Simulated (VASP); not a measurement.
# LiH in VASP: further runs, part 2 of 2

VASP 6.6.1.

### Step 3. Single point, PBEsol

The input, INCAR:

```
SYSTEM = LiH
PREC = Accurate ; ENCUT = 520
EDIFF = 1E-6 ; ISMEAR = 0
SIGMA = 0.02 ; LREAL = .False.
LASPH = .True. ; NELM = 100
ALGO = Normal ; ISIF = 2
LWAVE = .False. ; LCHARG = .False.
GGA = PS ; NBANDS = 12
```

The input, KPOINTS:

```
Automatic mesh
0
Gamma
  8 8 6
  0 0 0
```

The input, POSCAR:

```
LiH
1.0
    1.9899771082      1.9899771082      0.0000000000
   -1.9899771082      1.9899771082      0.0000000000
    0.0000000000      0.0000000000      3.9003551320
Li H
2 2
Direct
    0.0000000000      0.0000000000      0.0000000000
    0.5000000000      0.5000000000      0.5000000000
    0.5000000000      0.5000000000      0.0000000000
    0.0000000000      0.0000000000      0.5000000000
```

Potentials or basis: VASP PAW PBE potentials, release 64 (Li_sv, H).

Started as:

```
$ cat potpaw_PBE.64/Li_sv/POTCAR potpaw_PBE.64/H/POTCAR > POTCAR
$ mpirun -np 1 vasp_std > vasp.out
```

OUTCAR:

```text
SYSTEM = LiH
   PREC = Accurate
   ENCUT = 520
   EDIFF = 1E-6
   ISMEAR = 0
   LREAL = .False.
   LASPH = .True.
   NELM = 100
   ISIF = 2
   GGA = PS

 ion  position               nearest neighbor table
   1  0.000  0.000  0.000-
   2  0.500  0.500  0.500-
   3  0.500  0.500  0.000-
   4  0.000  0.000  0.500-

  LATTYP: Found a simple tetragonal cell.
 ALAT       =     2.8142526152
 C/A-ratio  =     1.3859292911

  Lattice vectors:

 A1 = (   1.9899771082,   1.9899771082,   0.0000000000)
 A2 = (  -1.9899771082,   1.9899771082,   0.0000000000)
 A3 = (   0.0000000000,   0.0000000000,   3.9003551320)

Analysis of symmetry for initial positions (statically):
=====================================================================
 Subroutine PRICEL returns following result:

  LATTYP: Found a body centered tetragonal cell.
 ALAT       =     2.8142526152
 C/A-ratio  =     1.3859292911

  Lattice vectors:

 A1 = (   0.0000000000,  -1.9899771082,  -1.9501775660)
 A2 = (   0.0000000000,   1.9899771082,  -1.9501775660)
[... 190 lines left out ...]
 Fermi energy:         0.5682384358

 k-point     1 :       0.0000    0.0000    0.0000
  band No.  band energies     occupation
      1     -43.3135      2.00000
      2     -43.2354      2.00000
      3      -5.3444      2.00000
      4       0.4643      2.00000
      5       3.2601      0.00000
      6      10.9567      0.00000
      7      10.9567      0.00000
      8      14.0846      0.00000
      9      16.9953      0.00000
     10      18.0241      0.00000
     11      18.3884      0.00000
     12      18.5671      0.00000
[... 331 lines left out ...]
 k-point    24 :       0.5000    0.1250    0.1667
  band No.  band energies     occupation
      1     -43.2532      2.00000
      2     -43.2532      2.00000
      3      -2.2617      2.00000
      4      -2.2617      2.00000
      5       6.5205      0.00000
      6       6.5205      0.00000
      7      10.0602      0.00000
      8      10.0602      0.00000
      9      14.1307      0.00000
     10      14.1307      0.00000
     11      17.1213      0.00000
     12      17.1213      0.00000

 [... further k-points ...]
[... 5 lines left out ...]
  --------------------------------------------------------------------------------------
  -------------------------------------------------------------------------------------
  Total        0.0096975      0.0096975      0.3487456      0.0000000      0.0000000      0.0000000
  in kB        0.5029690      0.5029690     18.0879337      0.0000000      0.0000000      0.0000000
  external PRESSURE =       6.3646239 kB  Pullay stress =       0.0000000 kB

 VOLUME and BASIS-vectors are now :
 -----------------------------------------------------------------------------
  energy-cutoff  :      520.00
  volume of cell :       30.89
      direct lattice vectors                 reciprocal lattice vectors
     1.989977108  1.989977108  0.000000000     0.251259172  0.251259172  0.000000000
    -1.989977108  1.989977108  0.000000000    -0.251259172  0.251259172  0.000000000
     0.000000000  0.000000000  3.900355132     0.000000000  0.000000000  0.256386910

 POSITION                                       TOTAL-FORCE (eV/Angst)
 -----------------------------------------------------------------------------------
      0.00000      0.00000      0.00000         0.000000     -0.000000     -0.000000
      0.00000      1.98998      1.95018        -0.000000     -0.000000      0.000000
      0.00000      1.98998      0.00000        -0.000000      0.000000     -0.000000
      0.00000      0.00000      1.95018        -0.000000      0.000000     -0.000000
 -----------------------------------------------------------------------------------
    total drift:                               -0.000000      0.000000     -0.000000

  FREE ENERGIE OF THE ION-ELECTRON SYSTEM (eV)
  ---------------------------------------------------
  free  energy   TOTEN  =       -12.2358357915 eV

  energy  without entropy=      -12.2358357915  energy(sigma->0) =      -12.23583579
```

OSZICAR:

```text
N       E                     dE             d eps       ncg     rms          rms(c)
DAV:   1     0.144806410289E+02    0.14481E+02   -0.32994E+03  1440   0.646E+02
DAV:   2    -0.103988887710E+02   -0.24880E+02   -0.24347E+02  1856   0.132E+02
DAV:   3    -0.126386933510E+02   -0.22398E+01   -0.22270E+01  2384   0.281E+01
DAV:   4    -0.126891960394E+02   -0.50503E-01   -0.50491E-01  1772   0.396E+00
DAV:   5    -0.126897757648E+02   -0.57973E-03   -0.57972E-03  1928   0.363E-01    0.384E+00
DAV:   6    -0.123477997187E+02    0.34198E+00   -0.22461E-01  1660   0.173E+00    0.193E+00
DAV:   7    -0.122326345742E+02    0.11517E+00   -0.30707E-01  1796   0.226E+00    0.291E-01
DAV:   8    -0.122359539989E+02   -0.33194E-02   -0.17023E-02  1716   0.865E-01    0.785E-02
DAV:   9    -0.122358335268E+02    0.12047E-03   -0.58565E-04  1920   0.111E-01    0.248E-02
DAV:  10    -0.122358354539E+02   -0.19271E-05   -0.45704E-05  1712   0.478E-02    0.595E-03
DAV:  11    -0.122358357915E+02   -0.33758E-06   -0.20619E-06  1748   0.122E-02
   1 F= -.12235836E+02 E0= -.12235836E+02  d E =-.553562E-16
```

Run time: 11 s. Hardware: 1 thread of Intel Xeon Platinum 8259CL at 2.50GHz (Skylake/Cascade Lake), shared host; peak memory 0.15 GiB.

Results:

```
Free energy            : -12.2358 eV
Band gap on the k mesh : 2.51 eV
```

Levels at points of the mesh, in eV from the valence-band top:
```csv
k point,band 1,band 2,band 3,band 4,band 5,band 6,band 7,band 8,band 9
"(0.00, 0.00, 0.00)",-43.78,-43.70,-5.81,0.00,2.80,10.49,10.49,13.62,16.53
"(0.50, 0.00, 0.00)",-43.72,-43.72,-2.98,-2.98,7.43,7.43,8.33,8.33,15.01
"(0.50, 0.50, 0.00)",-43.70,-43.70,-0.16,-0.16,2.51,2.51,10.74,10.74,10.92
"(0.00, 0.00, 0.50)",-43.74,-43.74,-4.22,-4.22,10.75,10.75,12.85,12.85,12.85
"(0.50, 0.00, 0.50)",-43.72,-43.72,-2.94,-2.94,4.70,4.70,13.79,13.79,16.36
"(0.50, 0.50, 0.50)",-43.70,-43.70,-0.44,-0.44,4.93,4.93,4.93,4.93,11.84
```

Caveat: the cutoff is under 1.25 times the usual one of these potentials, so pressure, stress and relaxed cells hold a basis-set (Pulay) error; the PAW data sets were made with another functional, which shifts forces and pressure a little.

### Step 4. Relaxation of cell and atoms, PBEsol

This run uses another cell than the first one: it holds 2 atoms, not 4.

The input, INCAR:

```
ALGO = Normal ; EDIFF = 1E-6
EDIFFG = -0.005 ; ENCUT = 600
GGA = PS ; IBRION = 2
ISIF = 3 ; ISMEAR = 0
LASPH = True ; LCHARG = False
LREAL = False ; LWAVE = False
NELM = 100 ; NSW = 100
PREC = Accurate ; SIGMA = 0.02
```

The input, KPOINTS:

```
k-points
0
Gamma
  10 10 10
```

The input, POSCAR:

```
LiH
1.0
    0.0000000000      2.0086193919      2.0086193919
    2.0086193919      0.0000000000      2.0086193919
    2.0086193919      2.0086193919      0.0000000000
Li H
1 1
Direct
    0.0000000000      0.0000000000      0.0000000000
    0.5000000000      0.5000000000      0.5000000000
```

Started as:

```
$ cat potpaw_PBE.64/Li_sv/POTCAR potpaw_PBE.64/H/POTCAR > POTCAR
$ mpirun -np 1 vasp_std > vasp.out
```

Run time: 6.8 s. Hardware: 1 thread of Intel Xeon Platinum 8259CL at 2.50GHz (Skylake/Cascade Lake), shared host; peak memory 0.13 GiB.

It converged, with:

| Property | Result |
| --- | --- |
| Free energy | -6.1220 eV |
| Relaxed volume | 7.85 Å³/atom |
| Relaxed cell | a = 2.810 Å, b = 2.810 Å, c = 2.810 Å, α = 60.00°, β = 60.00°, γ = 60.00° |
| Space group after relaxing (to 0.05 Å) | Fm-3m (No. 225) |
| Energy gained by relaxing | 0.9 meV/atom |
| Ionic steps | 3 |
| Pressure after relaxing | 0.0 GPa |
| Band gap on the k mesh | 2.72 eV, direct |

The path:
```csv
step,energy change (eV),largest force (eV/Å),pressure (GPa),volume (Å³)
1,0.0000,0.0000,-1.14,16.21
2,-0.0008,0.0000,-0.85,16.07
3,-0.0019,0.0000,0.00,15.69
```

Final structure:
```
Li H
1.0
     0.00000    1.98713    1.98713
     1.98713    0.00000    1.98713
     1.98713    1.98713    0.00000
Li H
1 1
Direct
  0.00000 0.00000 0.00000
  0.50000 0.50000 0.50000
```

Levels at points of the mesh, in eV from the valence-band top:
```csv
k point,band 1,band 2,band 3,band 4,band 5
"(0.00, 0.00, 0.00)",-43.68,-5.64,16.43,17.99,17.99
"(0.50, 0.00, 0.00)",-43.62,-2.78,4.76,13.79,16.53
"(0.50, 0.50, 0.00)",-43.61,0.00,2.72,10.74,10.74
```

Caveat: the cutoff is under 1.25 times the usual one of these potentials, so pressure, stress and relaxed cells hold a basis-set (Pulay) error; the PAW data sets were made with another functional, which shifts forces and pressure a little. As with any semilocal functional, this PBEsol gap is likely too small.

### Step 5. Single point, PBEsol (strain along c alone, the other axes held: +1.0 %)

The input, INCAR:

```
SYSTEM = LiH
ALGO = Normal ; EDIFF = 1E-6
ENCUT = 520 ; GGA = PS
ISIF = 2 ; ISMEAR = 0
LASPH = .True. ; LCHARG = .False.
LREAL = .False. ; LWAVE = .False.
NBANDS = 12 ; NELM = 60
PREC = Accurate ; SIGMA = 0.02
```

The input, KPOINTS:

```
k-points
0
Gamma
  8 8 6
  0 0 0
```

The input, POSCAR:

```
LiH
1.0
    1.9899771082      1.9899771082      0.0000000000
   -1.9899771082      1.9899771082      0.0000000000
    0.0000000000      0.0000000000      4.0197537585
Li H
2 2
Direct
    0.0000000000      0.0000000000      0.0000000000
    0.5000000000      0.5000000000      0.5000000000
    0.5000000000      0.5000000000      0.0000000000
    0.0000000000      0.0000000000      0.5000000000
```

Started as:

```
$ cat potpaw_PBE.64/Li_sv/POTCAR potpaw_PBE.64/H/POTCAR > POTCAR
$ mpirun -np 1 vasp_std > vasp.out
```

It took 11 s on 1 thread of Intel Xeon Platinum 8259CL at 2.50GHz (Skylake/Cascade Lake), shared host; peak memory 0.15 GiB.

The run converged. Its results:

* Free energy: -12.2396 eV
* Band gap on the k mesh: 2.62 eV

Levels at points of the mesh, in eV from the valence-band top:
| k point | band 2 | band 3 | band 4 | band 5 | band 6 | band 7 |
| --- | --- | --- | --- | --- | --- | --- |
| (0.00, 0.00, 0.00) | -43.65 | -5.61 | -0.08 | 2.62 | 10.76 | 10.76 |
| (0.50, 0.00, 0.00) | -43.67 | -2.81 | -2.81 | 7.26 | 7.26 | 8.18 |
| (0.50, 0.50, 0.00) | -43.65 | 0.00 | 0.00 | 2.76 | 2.76 | 10.55 |
| (0.00, 0.00, 0.50) | -43.69 | -4.08 | -4.08 | 10.26 | 10.26 | 12.96 |
| (0.50, 0.00, 0.50) | -43.67 | -2.76 | -2.76 | 4.70 | 4.70 | 13.63 |
| (0.50, 0.50, 0.50) | -43.65 | -0.24 | -0.24 | 5.03 | 5.03 | 5.03 |

Caveat: the cell differs from its parent crystal (strain along c alone, the other axes held: +1.0 %); the cutoff is under 1.25 times the usual one of these potentials, so pressure, stress and relaxed cells hold a basis-set (Pulay) error; the PAW data sets were made with another functional, which shifts forces and pressure a little. A k mesh can miss the band edges.

### Step 6. Summary

| task | cell | k mesh | cutoff (eV) | gap on the mesh (eV) |
| --- | --- | --- | --- | --- |
| single point | a = 2.814, b = 2.814, c = 3.900 Å, 4 atoms | 8 × 8 × 6 | 520 | 2.51 |
| relaxation of cell and atoms | relaxed from a = 2.841 Å, angles 60.0°, 2 atoms | 10 × 10 × 10 | 600 | 2.72 |
| single point | a = 2.814, b = 2.814, c = 4.020 Å, 4 atoms | 8 × 8 × 6 | 520 | 2.62 |

Alike in all rows: level PBEsol; potentials or basis VASP PAW PBE potentials, release 64 (Li_sv, H); no spin polarisation; smearing gaussian 0.02 eV.

Caveats: the cutoff is under 1.25 times the usual one of these potentials, so pressure, stress and relaxed cells hold a basis-set (Pulay) error; the PAW data sets were made with another functional, which shifts forces and pressure a little.

Total energies depend on the potentials used, so only differences within one code and one set of settings carry meaning.
